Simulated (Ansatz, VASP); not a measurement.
**One calculation of HfO2, two programs**

```
Hf O
1.0
     4.85674    0.00000    0.00000
    -2.42837    4.20606    0.00000
     0.00000    0.00000    3.89719
Hf O
2 4
Direct
  0.33333 0.66667 0.50000
  0.66667 0.33333 0.50000
  0.46051 0.00000 0.00000
  0.00000 0.46051 0.00000
  0.53949 0.53949 0.00000
  0.00000 0.00000 0.00000
```

Alike in both runs: task single point; functional PBE; k mesh 6 × 6 × 4; occupations gaussian, width 0.1 eV; no spin polarisation.

|  | VASP | Ansatz |
| --- | --- | --- |
| version | VASP 6.6.1 | Ansatz 0.2.0 |
| potentials or method | VASP PAW PBE potentials, release 64 (Hf_pv, O), cutoff 520 eV | scalar-relativistic, plane waves, PAW |
| valence electrons in the cell | 44 | 76 |

|  | VASP | Ansatz | Ansatz less VASP |
| --- | --- | --- | --- |
| gap on the k mesh at the Fermi level (eV) | none | none | - |
| pressure (GPa) | -13.6 | -12.3 | +1.33 |
| traceless stress, the component that is largest in VASP (GPa) | -66.46 | -66.11 | +0.347 |
| rms of the force components (eV/Å) | 0.015 | 0.015 | -0.0001 |

Atom by atom the forces differ by 0.000 eV/Å (rms over components). A gap of «none» marks a metal or a gap that the smearing closes. With one functional, cell and mesh, what is left measures potentials, basis and numerics. VASP's potentials hold 44 valence electrons a cell and Ansatz's 76, so a difference there can come from the potentials and not from the codes.

The k mesh is coarse, so the values compare programs but aren't converged. Spin-orbit coupling is off throughout.
